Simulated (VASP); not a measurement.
# TaN (P-6m2) in VASP: notebook

The runs below take TaN through single point, with PBEsol+U.

Program: VASP 6.6.1. These are calculated values, not measurements. Logs are shortened: lines on timing, memory, paths and dates and some standing lists are left out, and cuts for length are marked.

## (1) The cell of the first run

Symmetry: P-6m2, No. 187, hexagonal system. The conventional cell has a = 2.938 Å, b = 2.938 Å, c = 2.883 Å, α = 90.00°, β = 90.00°, γ = 120.00°. Within 3.0 Å of Ta (site symmetry -6m2) lie 6 N at 2.23 Å and 8 Ta at 2.88 to 2.94 Å. N (site symmetry -6m2) has 6 Ta at 2.23 Å and 8 N at 2.88 to 2.94 Å within 3.0 Å.

## (2) Single point, PBEsol+U

POSCAR

```
TaN
1.0
    2.9380000000      0.0000000000      0.0000000000
   -1.4690000000      2.5443826363      0.0000000000
    0.0000000000      0.0000000000      2.8830000000
Ta N
1 1
Direct
    0.0000000000      0.0000000000      0.5000000000
    0.6666666667      0.3333333333      0.0000000000
```

INCAR.step1

```
SYSTEM = TaN
PREC = Accurate ; ENCUT = 520
EDIFF = 1E-7 ; ISMEAR = -1
SIGMA = 0.05 ; LREAL = .FALSE.
LASPH = .TRUE. ; NELM = 150
ALGO = Normal ; ISIF = 2
LWAVE = .FALSE. ; LCHARG = .TRUE.
LMAXMIX = 4 ; LDAU = .TRUE.
LDAUTYPE = 2 ; LDAUL = 2 -1
LDAUU = 2 0 ; LDAUJ = 0 0
LDAUPRINT = 1 ; GGA = PS
NBANDS = 15
```

KPOINTS.step1

```
Automatic mesh
0
G
  10 10 9
  0 0 0
```

INCAR.step2

```
SYSTEM = TaN
PREC = Accurate ; ENCUT = 520
EDIFF = 1E-7 ; ISMEAR = -5
SIGMA = 0.05 ; LREAL = .FALSE.
LASPH = .TRUE. ; NELM = 150
ALGO = Normal ; ISIF = 2
LWAVE = .FALSE. ; LCHARG = .FALSE.
LMAXMIX = 4 ; LDAU = .TRUE.
LDAUTYPE = 2 ; LDAUL = 2 -1
LDAUU = 2 0 ; LDAUJ = 0 0
LDAUPRINT = 1 ; GGA = PS
LORBIT = 11 ; NBANDS = 15
NEDOS = 2001 ; ICHARG = 11
```

KPOINTS.step2

```
Automatic mesh
0
G
  15 15 14
  0 0 0
```

Potentials or basis: VASP PAW PBE potentials, release 64 (Ta_pv, N).

Launch:

```sh
$ cat potpaw_PBE.64/Ta_pv/POTCAR potpaw_PBE.64/N/POTCAR > POTCAR
$ cp INCAR.step1 INCAR
$ cp KPOINTS.step1 KPOINTS
$ mpirun -np 1 vasp_std > vasp.out
$ cp INCAR.step2 INCAR
$ cp KPOINTS.step2 KPOINTS
$ mpirun -np 1 vasp_std > vasp.out
```

OUTCAR:

```text
SYSTEM = TaN
   PREC = Accurate
   ENCUT = 520
   EDIFF = 1E-7
   ISMEAR = -5
   LREAL = .FALSE.
   LASPH = .TRUE.
   NELM = 150
   ISIF = 2
   GGA = PS
   LORBIT = 11
   ICHARG = 11

 ion  position               nearest neighbor table
   1  0.000  0.000  0.500-   2 2.23   2 2.23   2 2.23   2 2.23   2 2.23   2 2.23
   2  0.667  0.333  0.000-   1 2.23   1 2.23   1 2.23   1 2.23   1 2.23   1 2.23

  LATTYP: Found a hexagonal cell.
 ALAT       =     2.9380000000
 C/A-ratio  =     0.9812797822

  Lattice vectors:

 A1 = (   2.9380000000,   0.0000000000,   0.0000000000)
 A2 = (  -1.4690000000,   2.5443826363,   0.0000000000)
 A3 = (   0.0000000000,   0.0000000000,   2.8830000000)

Analysis of symmetry for initial positions (statically):
=====================================================================
 Subroutine PRICEL returns:
 Original cell was already a primitive cell.

 Routine SETGRP: Setting up the symmetry group for a
 hexagonal supercell.

 Subroutine GETGRP returns: Found 12 space group operations
 (whereof 12 operations were pure point group operations)
 out of a pool of 24 trial point group operations.

The static configuration has the point symmetry D_3h.

Analysis of symmetry for dynamics (positions and initial velocities):
=====================================================================
 Subroutine PRICEL returns:
 Original cell was already a primitive cell.

 Routine SETGRP: Setting up the symmetry group for a
 hexagonal supercell.

 Subroutine GETGRP returns: Found 12 space group operations
 (whereof 12 operations were pure point group operations)
 out of a pool of 24 trial point group operations.

The dynamic configuration has the point symmetry D_3h.

 Subroutine INISYM returns: Found 12 space group operations
 (whereof 12 operations are pure point group operations),
 and found     1 'primitive' translations

----------------------------------------------------------------------------------------

                                     Primitive cell

  volume of cell :      21.5516

  direct lattice vectors                    reciprocal lattice vectors
     2.938000000  0.000000000  0.000000000     0.340367597  0.196511324  0.000000000
    -1.469000000  2.544382636  0.000000000     0.000000000  0.393022648  0.000000000
     0.000000000  0.000000000  2.883000000     0.000000000  0.000000000  0.346860909

  length of vectors
     2.938000000  2.938000000  2.883000000     0.393022648  0.393022648  0.346860909

  position of ions in fractional coordinates (direct lattice)
     0.000000000  0.000000000  0.500000000
     0.666666667  0.333333333  0.000000000

  ion indices of the primitive-cell ions
   primitive index   ion index
                 1           1
                 2           2

----------------------------------------------------------------------------------------

 KPOINTS: Automatic mesh

Automatic generation of k-mesh.
 Grid dimensions read from file:
 generate k-points for:   15   15   14

 Generating k-lattice:

  Cartesian coordinates                     Fractional coordinates (reciprocal lattice)
     0.022691173  0.013100755  0.000000000     0.066666667  0.000000000  0.000000000
     0.000000000  0.026201510  0.000000000     0.000000000  0.066666667  0.000000000
     0.000000000  0.000000000  0.024775779     0.000000000  0.000000000  0.071428571

  Length of vectors
     0.026201510  0.026201510  0.024775779

  Shift w.r.t. Gamma in fractional coordinates (k-lattice)
     0.000000000  0.000000000  0.000000000

 TETIRR: Found   3206 inequivalent tetrahedra from    18900

 Subroutine IBZKPT returns following result:
 ===========================================

[... 50 lines left out ...]
   NSW    =      0    number of steps for IOM
   IBRION =     -1    ionic relax: 0-MD 1-quasi-New 2-CG
   NFREE  =      0    steps in history (QN), initial steepest desc. (CG)
   ISIF   =      2    stress and relaxation
   ISYM   =      2    0-nonsym 1-usesym 2-fastsym
   POTIM  = 0.5000    time-step for ionic-motion
   TEBEG  =    0.0;   TEEND  =   0.0 temperature during run
   PSTRESS=    0.0 pullay stress
   NELECT =      16.0000    total number of electrons
   NUPDOWN=      -1.0000    fix difference up-down
   EMIN   =  10.00;   EMAX   =-10.00  energy-range for DOS
   EFERMI =   0.00;   METHOD = LEGACY
   ISMEAR =    -5;   SIGMA  =   0.05  broadening in eV -4-tet -1-fermi 0-gaus
   EFERMI_NEDOS =   21; number of points for ismear=-14 and -15
   IALGO  =     38    algorithm
   IMIX   =      4    mixing-type and parameters
     AMIX     =   0.40;   BMIX     =  1.00
     AMIX_MAG =   1.60;   BMIX_MAG =  1.00
  volume/ion in A,a.u.               =      10.78        72.72
  Fermi-wavevector in a.u.,A,eV,Ry     =   1.482365  2.801264 29.897531  2.197407
  Thomas-Fermi vector in A             =   2.596160
   LORBIT       =     11    0 simple, 1 ext, 2 COOP (PROOUT), +10 PAW based schemes
 LDA+U is selected, type is set to LDAUTYPE =  2
   angular momentum for each species LDAUL =     2   -1
   U (eV)           for each species LDAUU =   2.0  0.0
   J (eV)           for each species LDAUJ =   0.0  0.0
   GGA     = PS    functional components
   LHFCALC =     F    Hartree Fock is set to
   AEXX    =    0.0000 exact exchange contribution
   IVDW    =     0    specifies the selected vdW correction
   LEPSILON=     F    determine dielectric tensor
   LRPA    =     F    only Hartree local field effects (RPA)
 non-spin polarized calculation
 Fermi weights with tetrahedron method with Bloechl corrections
  energy-cutoff  :      520.00
  volume of cell :       21.55
 maximum number of plane-waves:       605
 NGX is ok and might be reduce to    24

atom =   1  type =  1  l = 2

 onsite density matrix

spin component  1

  0.2636  0.0000  0.0000 -0.0000  0.0000
  0.0000  0.1873 -0.0000  0.0000 -0.0000
  0.0000 -0.0000  0.3077 -0.0000 -0.0000
 -0.0000  0.0000 -0.0000  0.1873 -0.0000
  0.0000 -0.0000 -0.0000 -0.0000  0.2636

spin component  2

  0.2636  0.0000  0.0000 -0.0000  0.0000
  0.0000  0.1873 -0.0000  0.0000 -0.0000
  0.0000 -0.0000  0.3077 -0.0000 -0.0000
 -0.0000  0.0000 -0.0000  0.1873 -0.0000
  0.0000 -0.0000 -0.0000 -0.0000  0.2636

 occupancies and eigenvectors

  o =  0.1873  v =  0.0000 -1.0000  0.0000  0.0000  0.0000  0.0000  0.0000  0.0000  0.0000  0.0000      0.0000  0.0000  0.0000  0.0000  0.0000  0.0000  0.0000  0.0000  0.0000  0.0000
  o =  0.1873  v =  0.0000  0.0000  0.0000  0.0000  0.0000  0.0000 -1.0000  0.0000  0.0000  0.0000      0.0000  0.0000  0.0000  0.0000  0.0000  0.0000  0.0000  0.0000  0.0000  0.0000
  o =  0.1873  v = -0.0000 -0.0000  0.0000 -1.0000 -0.0000  0.0000  0.0000  0.0000  0.0000  0.0000      0.0000  0.0000  0.0000  0.0000  0.0000  0.0000  0.0000  0.0000  0.0000  0.0000
  o =  0.1873  v =  0.0000  0.0000  0.0000  0.0000  0.0000 -0.0000 -0.0000  0.0000 -1.0000 -0.0000      0.0000  0.0000  0.0000  0.0000  0.0000  0.0000  0.0000  0.0000  0.0000  0.0000
  o =  0.2636  v =  0.0000  0.0000  0.0000  0.0000  0.0000 -0.9980  0.0000  0.0000  0.0000  0.0630      0.0000  0.0000  0.0000  0.0000  0.0000  0.0000  0.0000  0.0000  0.0000  0.0000
  o =  0.2636  v = -0.9980  0.0000  0.0000  0.0000  0.0630  0.0000  0.0000  0.0000  0.0000  0.0000      0.0000  0.0000  0.0000  0.0000  0.0000  0.0000  0.0000  0.0000  0.0000  0.0000
  o =  0.2636  v = -0.0630 -0.0000 -0.0000  0.0000 -0.9980  0.0000  0.0000  0.0000  0.0000  0.0000      0.0000  0.0000  0.0000  0.0000  0.0000  0.0000  0.0000  0.0000  0.0000  0.0000
  o =  0.2636  v =  0.0000  0.0000  0.0000  0.0000  0.0000 -0.0630 -0.0000 -0.0000  0.0000 -0.9980      0.0000  0.0000  0.0000  0.0000  0.0000  0.0000  0.0000  0.0000  0.0000  0.0000
  o =  0.3077  v = -0.0000 -0.0000 -1.0000 -0.0000  0.0000  0.0000  0.0000  0.0000  0.0000  0.0000      0.0000  0.0000  0.0000  0.0000  0.0000  0.0000  0.0000  0.0000  0.0000  0.0000
  o =  0.3077  v =  0.0000  0.0000  0.0000  0.0000  0.0000 -0.0000 -0.0000 -1.0000 -0.0000  0.0000      0.0000  0.0000  0.0000  0.0000  0.0000  0.0000  0.0000  0.0000  0.0000  0.0000

 number of electron      16.0000001 magnetization

 Free energy of the ion-electron system (eV)
  ---------------------------------------------------
  ext. energy  EPLUGINS =         0.00000000
  ---------------------------------------------------
  free energy    TOTEN  =       -21.97162769 eV

  energy without entropy =      -21.97162769  energy(sigma->0) =      -21.97162769

 E-fermi :   8.3687     XC(G=0): -13.5106

 val. band max:        8.5239453206   @ k =   0.0000   0.0000   0.2857
 cond. band min:       8.3348851105   @ k =   0.0000   0.0000   0.4286
 fundamental gap:     -0.1890602101
 Fermi energy:         8.3687058808

 k-point     1 :       0.0000    0.0000    0.0000
  band No.  band energies     occupation
      1     -26.8556      2.00000
      2     -26.5929      2.00000
      3     -26.5929      2.00000
      4      -9.5456      2.00000
      5       3.7408      2.00000
      6       3.7408      2.00000
      7       4.0682      2.00000
      8       5.3014      2.00000
      9      10.3622      0.00000
     10      11.9277      0.00000
     11      11.9277      0.00000
     12      12.5469      0.00000
     13      12.5470      0.00000
     14      21.0536      0.00000
[... 401 lines left out ...]
      2     -27.0544      2.00000
      3     -26.7021      2.00000
      4      -6.9431      2.00000
      5       0.2976      2.00000
      6       3.1237      2.00000
      7       3.1794      2.00000
      8       7.0950      2.00000
      9      10.0050      0.00000
     10      10.8409      0.00000
     11      11.7445      0.00000
     12      15.4468      0.00000
     13      19.2335      0.00000
     14      20.1853      0.00000
     15      21.2587      0.00000

 [... further k-points ...]
[... 5 lines left out ...]
  --------------------------------------------------------------------------------------
  -------------------------------------------------------------------------------------
  Total        0.2765249      0.2765249      0.3596562      0.0000000     -0.0000000      0.0000000
  in kB       20.5572985     20.5572985     26.7374037      0.0000000     -0.0000000      0.0000000
  external PRESSURE =      22.6173336 kB  Pullay stress =       0.0000000 kB

 VOLUME and BASIS-vectors are now :
 -----------------------------------------------------------------------------
  energy-cutoff  :      520.00
  volume of cell :       21.55
      direct lattice vectors                 reciprocal lattice vectors
     2.938000000  0.000000000  0.000000000     0.340367597  0.196511324  0.000000000
    -1.469000000  2.544382636  0.000000000     0.000000000  0.393022648  0.000000000
     0.000000000  0.000000000  2.883000000     0.000000000  0.000000000  0.346860909

 POSITION                                       TOTAL-FORCE (eV/Angst)
 -----------------------------------------------------------------------------------
      0.00000      0.00000      1.44150         0.000000      0.000000      0.000000
      1.46900      0.84813      0.00000        -0.000000      0.000000      0.000000
 -----------------------------------------------------------------------------------
    total drift:                               -0.000265      0.000153      0.000000

  FREE ENERGIE OF THE ION-ELECTRON SYSTEM (eV)
  ---------------------------------------------------
  free  energy   TOTEN  =       -21.9716276914 eV

  energy  without entropy=      -21.9716276914  energy(sigma->0) =      -21.97162769

 total charge

# of ion       s       p       d       tot
------------------------------------------
    1        0.311   6.275   2.368   8.954
    2        1.221   2.506   0.000   3.727
--------------------------------------------------
tot          1.532   8.781   2.368  12.681
```

It took 75 s on 1 thread of Intel Xeon 8259CL, shared host; peak memory 0.19 GiB.

Results:

| Property | Result |
| --- | --- |
| Valence electrons inside the program's atomic spheres | Ta 8.95; N 3.73 |

Eigenvalues of the final occupation matrices:
```csv
site,spin,trace,eigenvalues
site 1 d,1,1.21,0.19 0.19 0.26 0.26 0.31
site 1 d,2,1.21,0.19 0.19 0.26 0.26 0.31
```

Caveat: the PAW data sets were made with another functional, which shifts forces and pressure a little; spin-orbit coupling is left out, which moves the levels of the heavy elements; U without spin polarisation on a metal has little footing; tetrahedron occupations give inexact forces and stress in metals.

## (3) Single point, PBEsol+U

POSCAR is that of step 2.

INCAR.step1

```
  PREC = Accurate
  ENCUT = 520
  EDIFF = 1E-6
  ISMEAR = -1
  SIGMA = 0.05
  LREAL = F
  LASPH = T
  NELM = 150
  ALGO = Normal
  ISIF = 2
  LWAVE = F
  LCHARG = T
  LMAXMIX = 4
  LDAU = T
  LDAUTYPE = 2
  LDAUL = 2 -1
  LDAUU = 3 0
  LDAUJ = 0 0
  LDAUPRINT = 1
  GGA = PS
  NBANDS = 15
```

KPOINTS.step1

```
Automatic mesh
0
Gamma
  10 10 9
```

INCAR.step2

```
  PREC = Accurate
  ENCUT = 520
  EDIFF = 1E-6
  ISMEAR = -5
  SIGMA = 0.05
  LREAL = F
  LASPH = T
  NELM = 150
  ALGO = Normal
  ISIF = 2
  LWAVE = F
  LCHARG = F
  LMAXMIX = 4
  LDAU = T
  LDAUTYPE = 2
  LDAUL = 2 -1
  LDAUU = 3 0
  LDAUJ = 0 0
  LDAUPRINT = 1
  GGA = PS
  LORBIT = 11
  NEDOS = 1001
  ICHARG = 11
```

KPOINTS.step2

```
Automatic mesh
0
Gamma
  15 15 14
```

Potentials or basis: VASP PAW PBE potentials, release 64 (Ta_pv, N).

Launch:

```sh
$ cat potpaw_PBE.64/Ta_pv/POTCAR potpaw_PBE.64/N/POTCAR > POTCAR
$ cp INCAR.step1 INCAR
$ cp KPOINTS.step1 KPOINTS
$ mpirun -np 1 vasp_std > vasp.out
$ cp INCAR.step2 INCAR
$ cp KPOINTS.step2 KPOINTS
$ mpirun -np 1 vasp_std > vasp.out
```

Run time: 66 s. Hardware: 1 thread of Intel Xeon 8259CL, shared host; peak memory 0.19 GiB.

Results (log left out):

```
Valence electrons inside the program's atomic spheres : Ta 8.93; N 3.73
```

Levels at points of the mesh, in eV from the Fermi level:
```
           k point  band 6  band 7  band 8  band 9  band 10  band 11
(0.00, 0.00, 0.00)   -4.67   -4.35   -3.16    1.87     3.53     3.53
(0.00, 0.00, 0.50)   -3.82   -3.82   -0.07   -0.07     2.29     3.38
```

Eigenvalues of the final occupation matrices:
```csv
site,spin,trace,eigenvalues
site 1 d,1,1.19,0.18 0.18 0.26 0.26 0.31
site 1 d,2,1.19,0.18 0.18 0.26 0.26 0.31
```

Caveat: the PAW data sets were made with another functional, which shifts forces and pressure a little; spin-orbit coupling is left out, which moves the levels of the heavy elements; U without spin polarisation on a metal has little footing; tetrahedron occupations give inexact forces and stress in metals.
